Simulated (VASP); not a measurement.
# Hf (Pm-3m) in VASP: notebook

Hf is run at these levels: PBE; tasks: single point.

All numbers are computed with VASP 6.6.1; they aren't measurements. Logs are shortened: lines on timing, memory, paths and dates and some standing lists are left out, and cuts for length are marked.

### 1 The cell of the first run

Symmetry: Pm-3m, No. 221, cubic system. Conventional cell: a = 2.854 Å, b = 2.854 Å, c = 2.854 Å, α = 90.00°, β = 90.00°, γ = 90.00°. Hf (site symmetry m-3m) has 6 Hf at 2.85 Å within 3.8 Å.

### 2 Single point, PBE

INCAR reads:

```
ALGO     = Normal         # electronic algorithm
EDIFF    = 1E-7           # SCF threshold, eV
ENCUT    = 520            # plane-wave cutoff, eV
GGA      = PE             # functional
ISIF     = 2              # what is computed and relaxed
ISMEAR   = -1             # smearing method
LASPH    = T              # aspherical terms in the spheres
LCHARG   = F              # write CHGCAR
LREAL    = F              # projectors in reciprocal space
LWAVE    = F              # write WAVECAR
NBANDS   = 11             # bands
NELM     = 100            # most SCF steps
PREC     = Accurate       # precision mode
SIGMA    = 0.05           # smearing width, eV
```

KPOINTS reads:

```
k-points
0
Gamma
  9 9 9
```

POSCAR reads:

```
Hf
1.0
    2.8543277994      0.0000000000      0.0000000000
    0.0000000000      2.8543277994      0.0000000000
    0.0000000000      0.0000000000      2.8543277994
Hf
1
Direct
    0.5000000000      0.5000000000      0.5000000000
```

Potentials or basis: VASP PAW PBE potentials, release 64 (Hf_pv).

On the command line:

```console
$ cat potpaw_PBE.64/Hf_pv/POTCAR > POTCAR
$ mpirun -np 1 vasp_std > vasp.out
```

OUTCAR:

```text
EDIFF = 1E-7
   ENCUT = 520
   GGA = PE
   ISIF = 2
   ISMEAR = -1
   LASPH = T
   LREAL = F
   NELM = 100
   PREC = Accurate

 ion  position               nearest neighbor table
   1  0.500  0.500  0.500-

  LATTYP: Found a simple cubic cell.
 ALAT       =     2.8543277994

  Lattice vectors:

 A1 = (   2.8543277994,   0.0000000000,   0.0000000000)
 A2 = (   0.0000000000,   2.8543277994,   0.0000000000)
 A3 = (   0.0000000000,   0.0000000000,   2.8543277994)

Analysis of symmetry for initial positions (statically):
=====================================================================
 Subroutine PRICEL returns:
 Original cell was already a primitive cell.

 Routine SETGRP: Setting up the symmetry group for a
 simple cubic supercell.

 Subroutine GETGRP returns: Found 48 space group operations
 (whereof 48 operations were pure point group operations)
 out of a pool of 48 trial point group operations.

The static configuration has the point symmetry O_h .

Analysis of symmetry for dynamics (positions and initial velocities):
=====================================================================
 Subroutine PRICEL returns:
 Original cell was already a primitive cell.

 Routine SETGRP: Setting up the symmetry group for a
 simple cubic supercell.

 Subroutine GETGRP returns: Found 48 space group operations
 (whereof 48 operations were pure point group operations)
 out of a pool of 48 trial point group operations.

The dynamic configuration has the point symmetry O_h .

 Subroutine INISYM returns: Found 48 space group operations
 (whereof 48 operations are pure point group operations),
 and found     1 'primitive' translations

----------------------------------------------------------------------------------------

                                     Primitive cell

  volume of cell :      23.2547

  direct lattice vectors                    reciprocal lattice vectors
     2.854327799  0.000000000  0.000000000     0.350345185  0.000000000  0.000000000
     0.000000000  2.854327799  0.000000000     0.000000000  0.350345185  0.000000000
     0.000000000  0.000000000  2.854327799     0.000000000  0.000000000  0.350345185

  length of vectors
     2.854327799  2.854327799  2.854327799     0.350345185  0.350345185  0.350345185

  position of ions in fractional coordinates (direct lattice)
     0.500000000  0.500000000  0.500000000

[... 74 lines left out ...]
   NELM   =    100;   NELMIN=  2; NELMDL= -5     # of ELM steps
   EDIFF  = 0.1E-06   stopping-criterion for ELM
   LREAL  =      F    real-space projection
   EDIFFG = 0.1E-05   stopping-criterion for IOM
   NSW    =      0    number of steps for IOM
   IBRION =     -1    ionic relax: 0-MD 1-quasi-New 2-CG
   NFREE  =      0    steps in history (QN), initial steepest desc. (CG)
   ISIF   =      2    stress and relaxation
   ISYM   =      2    0-nonsym 1-usesym 2-fastsym
   POTIM  = 0.5000    time-step for ionic-motion
   TEBEG  =    0.0;   TEEND  =   0.0 temperature during run
   PSTRESS=    0.0 pullay stress
   NELECT =      10.0000    total number of electrons
   NUPDOWN=      -1.0000    fix difference up-down
   EMIN   =  10.00;   EMAX   =-10.00  energy-range for DOS
   EFERMI =   0.00;   METHOD = LEGACY
   ISMEAR =    -1;   SIGMA  =   0.05  broadening in eV -4-tet -1-fermi 0-gaus
   EFERMI_NEDOS =   21; number of points for ismear=-14 and -15
   IALGO  =     38    algorithm
   IMIX   =      4    mixing-type and parameters
     AMIX     =   0.40;   BMIX     =  1.00
     AMIX_MAG =   1.60;   BMIX_MAG =  1.00
  volume/ion in A,a.u.               =      23.25       156.93
  Fermi-wavevector in a.u.,A,eV,Ry     =   1.235675  2.335087 20.774642  1.526893
  Thomas-Fermi vector in A             =   2.370315
   LORBIT       =      0    0 simple, 1 ext, 2 COOP (PROOUT), +10 PAW based schemes
   GGA     = PE    functional components
   LHFCALC =     F    Hartree Fock is set to
   AEXX    =    0.0000 exact exchange contribution
   IVDW    =     0    specifies the selected vdW correction
   LEPSILON=     F    determine dielectric tensor
   LRPA    =     F    only Hartree local field effects (RPA)
 non-spin polarized calculation
  energy-cutoff  :      520.00
  volume of cell :       23.25
 maximum number of plane-waves:       647
 NGX is ok and might be reduce to    24
   NGX = 11   NGY = 11   NGZ = 11

 number of electron      10.0000000 magnetization

 number of electron       9.9999998 magnetization

 Free energy of the ion-electron system (eV)
  ---------------------------------------------------
  ext. energy  EPLUGINS =         0.00000000
  ---------------------------------------------------
  free energy    TOTEN  =        -8.84170825 eV

  energy without entropy =       -8.82818746  energy(sigma->0) =       -8.83494785

 E-fermi :   4.1537     XC(G=0): -11.0083

 val. band max:        4.1378256420   @ k =   0.4444   0.4444   0.1111
 cond. band min:       4.2128645468   @ k =   0.4444   0.1111   0.1111
 fundamental gap:      0.0750389048
 Fermi energy:         4.1537428868

 k-point     1 :       0.0000    0.0000    0.0000
  band No.  band energies     occupation
      1     -25.5387      2.00000
      2     -25.5387      2.00000
      3     -25.5387      2.00000
      4      -2.4504      2.00000
      5       2.6644      2.00000
      6       2.6644      2.00000
      7      11.1443      0.00000
      8      11.1443      0.00000
      9      11.1443      0.00000
     10      17.5190      0.00000
     11      17.6339      0.00000
[... 309 lines left out ...]
 k-point    24 :       0.4444    0.3333    0.1111
  band No.  band energies     occupation
      1     -26.4897      2.00000
      2     -26.2356      2.00000
      3     -25.4966      2.00000
      4       1.8453      2.00000
      5       3.6474      1.99992
      6       6.3583      0.00000
      7       6.6415      0.00000
      8       8.7769      0.00000
      9      10.0132      0.00000
     10      14.5560      0.00000
     11      17.4331      0.00000

 [... further k-points ...]
[... 5 lines left out ...]
  --------------------------------------------------------------------------------------
  -------------------------------------------------------------------------------------
  Total        0.7114450      0.7114450      0.7114450      0.0000000      0.0000000      0.0000000
  in kB       49.0162805     49.0162805     49.0162805      0.0000000      0.0000000      0.0000000
  external PRESSURE =      49.0162805 kB  Pullay stress =       0.0000000 kB

 VOLUME and BASIS-vectors are now :
 -----------------------------------------------------------------------------
  energy-cutoff  :      520.00
  volume of cell :       23.25
      direct lattice vectors                 reciprocal lattice vectors
     2.854327799  0.000000000  0.000000000     0.350345185  0.000000000  0.000000000
     0.000000000  2.854327799  0.000000000     0.000000000  0.350345185  0.000000000
     0.000000000  0.000000000  2.854327799     0.000000000  0.000000000  0.350345185

 POSITION                                       TOTAL-FORCE (eV/Angst)
 -----------------------------------------------------------------------------------
      1.42716      1.42716      1.42716         0.000000      0.000000      0.000000
 -----------------------------------------------------------------------------------
    total drift:                                0.000000     -0.000000     -0.000000

  FREE ENERGIE OF THE ION-ELECTRON SYSTEM (eV)
  ---------------------------------------------------
  free  energy   TOTEN  =        -8.8417082464 eV

  energy  without entropy=       -8.8281874555  energy(sigma->0) =       -8.83494785
```

OSZICAR:

```text
N       E                     dE             d eps       ncg     rms          rms(c)
DAV:   1     0.138139420264E+02    0.13814E+02   -0.61670E+03   778   0.864E+02
DAV:   2    -0.857431521543E+01   -0.22388E+02   -0.21608E+02   950   0.154E+02
DAV:   3    -0.907074495986E+01   -0.49643E+00   -0.48833E+00   928   0.154E+01
DAV:   4    -0.907338150182E+01   -0.26365E-02   -0.26355E-02   921   0.137E+00
DAV:   5    -0.907340064030E+01   -0.19138E-04   -0.19137E-04   941   0.969E-02    0.336E+01
DAV:   6    -0.888957840055E+01    0.18382E+00   -0.17761E-01   890   0.289E+00    0.199E+01
DAV:   7    -0.884602246971E+01    0.43556E-01   -0.23921E-01   917   0.323E+00    0.104E+00
DAV:   8    -0.884166851475E+01    0.43540E-02   -0.22798E-02   863   0.101E+00    0.940E-02
DAV:   9    -0.884170158878E+01   -0.33074E-04   -0.41786E-04   922   0.162E-01    0.580E-02
DAV:  10    -0.884170923596E+01   -0.76472E-05   -0.19522E-05   955   0.362E-02    0.429E-02
DAV:  11    -0.884170824267E+01    0.99329E-06   -0.50191E-06   914   0.158E-02    0.343E-03
DAV:  12    -0.884170824638E+01   -0.37077E-08   -0.81740E-08   741   0.260E-03
   1 F= -.88417082E+01 E0= -.88349479E+01  d E =-.135208E-01
```

Run time: 4.9 s. Hardware: 1 thread of Intel Xeon Platinum 8488C (Sapphire Rapids), shared host; peak memory 0.14 GiB.

What came out:

* Free energy: -8.8417 eV
* Pressure: 4.9 GPa
* Band gap on the k mesh: zero (band 5 reaches 4.93 eV, above the bottom of band 6 at 2.66 eV)

Levels at points of the mesh, in eV from the Fermi level:
```
           k point  band 2  band 3  band 4  band 5  band 6  band 7  band 8  band 9
(0.00, 0.00, 0.00)  -29.69  -29.69   -6.60   -1.49   -1.49    6.99    6.99    6.99
```

Caveat: spin-orbit coupling is left out, which moves the levels of the heavy elements.

### 3 Single point, PBE

This run uses another cell than the first one, of 23.75 Å³/atom, 1.021 times its volume.

INCAR reads:

```
SYSTEM = Hf
ALGO     = Fast           ! electronic algorithm
EDIFF    = 1E-6           ! SCF threshold, eV
ENCUT    = 520            ! plane-wave cutoff, eV
GGA      = PE             ! functional
ISIF     = 2              ! what is computed and relaxed
ISMEAR   = -1             ! smearing method
LASPH    = .TRUE.         ! aspherical terms in the spheres
LCHARG   = .TRUE.         ! write CHGCAR
LELF     = .TRUE.         ! ELF
LREAL    = .FALSE.        ! projectors in reciprocal space
LVHAR    = .TRUE.       
LWAVE    = .FALSE.        ! write WAVECAR
NBANDS   = 11             ! bands
NELM     = 100            ! most SCF steps
PREC     = Accurate       ! precision mode
SIGMA    = 0.05           ! smearing width, eV
```

KPOINTS reads:

```
k-points
0
G
  9 9 9
  0 0 0
```

POSCAR reads:

```
Hf
1.0
    2.8744293617      0.0000000000      0.0000000000
    0.0000000000      2.8744293617      0.0000000000
    0.0000000000      0.0000000000      2.8744293617
Hf
1
Direct
    0.5000000000      0.5000000000      0.5000000000
```

Potentials or basis: VASP PAW PBE potentials, release 64 (Hf_pv).

On the command line:

```console
$ cat potpaw_PBE.64/Hf_pv/POTCAR > POTCAR
$ mpirun -np 1 vasp_std > vasp.out
```

It took 6.6 s on 1 thread of Intel Xeon Platinum 8488C (Sapphire Rapids), shared host; peak memory 0.14 GiB.

It converged, with:

```
Free energy            : -8.8541 eV
Pressure               : 3.1 GPa
Band gap on the k mesh : zero (band 5 reaches 4.78 eV, above the bottom of band 6 at 2.58 eV)
```

Levels at points of the mesh, in eV from the Fermi level:
| k point | band 1 | band 2 | band 3 | band 4 | band 5 | band 6 | band 7 | band 8 | band 9 | band 10 |
| --- | --- | --- | --- | --- | --- | --- | --- | --- | --- | --- |
| (0.00, 0.00, 0.00) | -29.76 | -29.76 | -29.76 | -6.54 | -1.43 | -1.43 | 6.84 | 6.84 | 6.84 | 13.28 |

Caveat: spin-orbit coupling is left out, which moves the levels of the heavy elements.

### 4 Single point, PBE

This run uses another cell than the first one, of 24.24 Å³/atom, 1.043 times its volume.

INCAR reads:

```
PREC = Accurate ; ENCUT = 520
EDIFF = 1E-6 ; ISMEAR = -1
SIGMA = 0.05 ; LREAL = False
LASPH = True ; NELM = 100
ALGO = Normal ; ISIF = 2
LWAVE = False ; LCHARG = False
GGA = PE ; NBANDS = 11
```

KPOINTS reads:

```
Automatic mesh
0
Gamma
  9 9 9
```

POSCAR reads:

```
Hf
1.0
    2.8942536389      0.0000000000      0.0000000000
    0.0000000000      2.8942536389      0.0000000000
    0.0000000000      0.0000000000      2.8942536389
Hf
1
Direct
    0.5000000000      0.5000000000      0.5000000000
```

Potentials or basis: VASP PAW PBE potentials, release 64 (Hf_pv).

On the command line:

```console
$ cat potpaw_PBE.64/Hf_pv/POTCAR > POTCAR
$ mpirun -np 1 vasp_std > vasp.out
```

OUTCAR:

```text
PREC = Accurate
   ENCUT = 520
   EDIFF = 1E-6
   ISMEAR = -1
   LREAL = False
   LASPH = True
   NELM = 100
   ISIF = 2
   GGA = PE

 ion  position               nearest neighbor table
   1  0.500  0.500  0.500-

  LATTYP: Found a simple cubic cell.
 ALAT       =     2.8942536389

  Lattice vectors:

 A1 = (   2.8942536389,   0.0000000000,   0.0000000000)
 A2 = (   0.0000000000,   2.8942536389,   0.0000000000)
 A3 = (   0.0000000000,   0.0000000000,   2.8942536389)

Analysis of symmetry for initial positions (statically):
=====================================================================
 Subroutine PRICEL returns:
 Original cell was already a primitive cell.

 Routine SETGRP: Setting up the symmetry group for a
 simple cubic supercell.

 Subroutine GETGRP returns: Found 48 space group operations
 (whereof 48 operations were pure point group operations)
 out of a pool of 48 trial point group operations.

The static configuration has the point symmetry O_h .

Analysis of symmetry for dynamics (positions and initial velocities):
=====================================================================
 Subroutine PRICEL returns:
 Original cell was already a primitive cell.

 Routine SETGRP: Setting up the symmetry group for a
 simple cubic supercell.

 Subroutine GETGRP returns: Found 48 space group operations
 (whereof 48 operations were pure point group operations)
 out of a pool of 48 trial point group operations.

The dynamic configuration has the point symmetry O_h .

 Subroutine INISYM returns: Found 48 space group operations
 (whereof 48 operations are pure point group operations),
 and found     1 'primitive' translations

----------------------------------------------------------------------------------------

                                     Primitive cell
[... 106 lines left out ...]
   IALGO  =     38    algorithm
   IMIX   =      4    mixing-type and parameters
     AMIX     =   0.40;   BMIX     =  1.00
     AMIX_MAG =   1.60;   BMIX_MAG =  1.00
  volume/ion in A,a.u.               =      24.24       163.61
  Fermi-wavevector in a.u.,A,eV,Ry     =   1.218629  2.302875 20.205429  1.485057
  Thomas-Fermi vector in A             =   2.353909
   LORBIT       =      0    0 simple, 1 ext, 2 COOP (PROOUT), +10 PAW based schemes
   GGA     = PE    functional components
   LHFCALC =     F    Hartree Fock is set to
   AEXX    =    0.0000 exact exchange contribution
   IVDW    =     0    specifies the selected vdW correction
   LEPSILON=     F    determine dielectric tensor
   LRPA    =     F    only Hartree local field effects (RPA)
 non-spin polarized calculation
  energy-cutoff  :      520.00
  volume of cell :       24.24
 maximum number of plane-waves:       666
 NGX is ok and might be reduce to    24
   NGX = 11   NGY = 11   NGZ = 11

 number of electron      10.0000002 magnetization

 Free energy of the ion-electron system (eV)
  ---------------------------------------------------
  ext. energy  EPLUGINS =         0.00000000
  ---------------------------------------------------
  free energy    TOTEN  =        -8.86106473 eV

  energy without entropy =       -8.84787999  energy(sigma->0) =       -8.85447236

 E-fermi :   3.8806     XC(G=0): -10.8226

 val. band max:        3.8607465084   @ k =   0.4444   0.3333   0.3333
 cond. band min:       3.9612097125   @ k =   0.4444   0.1111   0.1111
 fundamental gap:      0.1004632041
 Fermi energy:         3.8805566596

 k-point     1 :       0.0000    0.0000    0.0000
  band No.  band energies     occupation
      1     -25.9435      2.00000
      2     -25.9435      2.00000
      3     -25.9435      2.00000
      4      -2.5982      2.00000
      5       2.4974      2.00000
      6       2.4974      2.00000
      7      10.5719      0.00000
      8      10.5719      0.00000
      9      10.5719      0.00000
     10      16.9718      0.00000
     11      16.9718      0.00000
[... 309 lines left out ...]
 k-point    24 :       0.4444    0.3333    0.1111
  band No.  band energies     occupation
      1     -26.7838      2.00000
      2     -26.5591      2.00000
      3     -25.9074      2.00000
      4       1.7196      2.00000
      5       3.3415      1.99996
      6       6.0272      0.00000
      7       6.2562      0.00000
      8       8.3057      0.00000
      9       9.4529      0.00000
     10      13.8288      0.00000
     11      16.8520      0.00000

 [... further k-points ...]
[... 5 lines left out ...]
  --------------------------------------------------------------------------------------
  -------------------------------------------------------------------------------------
  Total        0.2119084      0.2119084      0.2119084     -0.0000000     -0.0000000      0.0000000
  in kB       14.0038970     14.0038970     14.0038970     -0.0000000     -0.0000000      0.0000000
  external PRESSURE =      14.0038970 kB  Pullay stress =       0.0000000 kB

 VOLUME and BASIS-vectors are now :
 -----------------------------------------------------------------------------
  energy-cutoff  :      520.00
  volume of cell :       24.24
      direct lattice vectors                 reciprocal lattice vectors
     2.894253639  0.000000000  0.000000000     0.345512220  0.000000000  0.000000000
     0.000000000  2.894253639  0.000000000     0.000000000  0.345512220  0.000000000
     0.000000000  0.000000000  2.894253639     0.000000000  0.000000000  0.345512220

 POSITION                                       TOTAL-FORCE (eV/Angst)
 -----------------------------------------------------------------------------------
      1.44713      1.44713      1.44713         0.000000      0.000000      0.000000
 -----------------------------------------------------------------------------------
    total drift:                                0.000000     -0.000000     -0.000000

  FREE ENERGIE OF THE ION-ELECTRON SYSTEM (eV)
  ---------------------------------------------------
  free  energy   TOTEN  =        -8.8610647331 eV

  energy  without entropy=       -8.8478799890  energy(sigma->0) =       -8.85447236
```

stdout:

```text
POSCAR found type information on POSCAR Hf
 POSCAR found :  1 types and       1 ions
 scaLAPACK will be used
 LDA part: xc-table for (Slater+PW92), standard interpolation
 POSCAR, INCAR and KPOINTS ok, starting setup
 FFT: planning ... GRIDC
 FFT: planning ... GRID_SOFT
 FFT: planning ... GRID
 WAVECAR not read
 entering main loop
```

It took 4.7 s on 1 thread of Intel Xeon Platinum 8488C (Sapphire Rapids), shared host; peak memory 0.14 GiB.

What came out:

- Free energy: -8.8611 eV
- Pressure: 1.4 GPa
- Band gap on the k mesh: zero (band 5 reaches 4.63 eV, above the bottom of band 6 at 2.50 eV)

Caveat: spin-orbit coupling is left out, which moves the levels of the heavy elements.

[end of part 1 of 2]
